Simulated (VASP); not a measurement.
# Ba: relaxation of cell and atoms with revPBE

Crystal: Ba.

```
CELL_PARAMETERS angstrom
0.00000 3.23267 3.23267
3.23267 0.00000 3.23267
3.23267 3.23267 0.00000
ATOMIC_POSITIONS crystal
Ba 0.00000 0.00000 0.00000
```

This isn't the form of Ba at room conditions, which is bcc.

```json
{"Program": "VASP 6.6.1", "Task": "relaxation of cell and atoms", "Functional": "revPBE", "Potentials or basis": "VASP PAW PBE potentials, release 64 (Ba_sv)", "Cutoff": "600 eV", "k mesh": "7 × 7 × 7", "Occupations": "fermi-dirac, width 0.05 eV", "Spin": "no spin polarisation", "Dipole correction": "no", "Further INCAR settings": "ALGO = Normal; EDIFF = 1e-06; IBRION = 2; EDIFFG = -0.02; NSW = 80; ISIF = 3"}
```

```
Relaxed volume                        : 68.96 Å³/atom
Relaxed cell                          : a = 4.603 Å, b = 4.603 Å, c = 4.603 Å, α = 60.00°, β = 60.00°, γ = 60.00°
Space group after relaxing (to 0.1 Å) : Fm-3m (No. 225)
Energy gained by relaxing             : 0.7 meV/atom
Ionic steps                           : 3
Pressure after relaxing               : 0.0 GPa
Band gap on the k mesh                : zero (bands 5 and 6 overlap by 0.01 eV)
```

Step by step:
```
step  energy change (eV)  largest force (eV/Å)  pressure (GPa)  volume (Å³)
   1              0.0000                0.0000            0.16        67.56
   2             -0.0005                0.0000            0.08        68.24
   3             -0.0007                0.0000            0.00        68.96
```

Final structure:
```
Ba
1.0
     0.00000    3.25480    3.25480
     3.25480    0.00000    3.25480
     3.25480    3.25480    0.00000
Ba
1
Direct
  0.00000 0.00000 0.00000
```

Levels at points of the mesh, in eV from the Fermi level:
```tsv
k point	band 1	band 2	band 3	band 4	band 5	band 6	band 7	band 8	band 9
(0.00, 0.00, 0.00)	-29.10	-14.11	-14.11	-14.11	-2.73	1.69	1.69	1.69	3.09
```

Run time: 22 s on 1 thread of Intel(R) Xeon(R) Platinum 8488C (Sapphire Rapids) (shared host), peak memory 0.24 GiB.

Caveat: the PAW data sets were made with another functional, which shifts forces and pressure a little; spin-orbit coupling is left out, which moves the levels of the heavy elements.
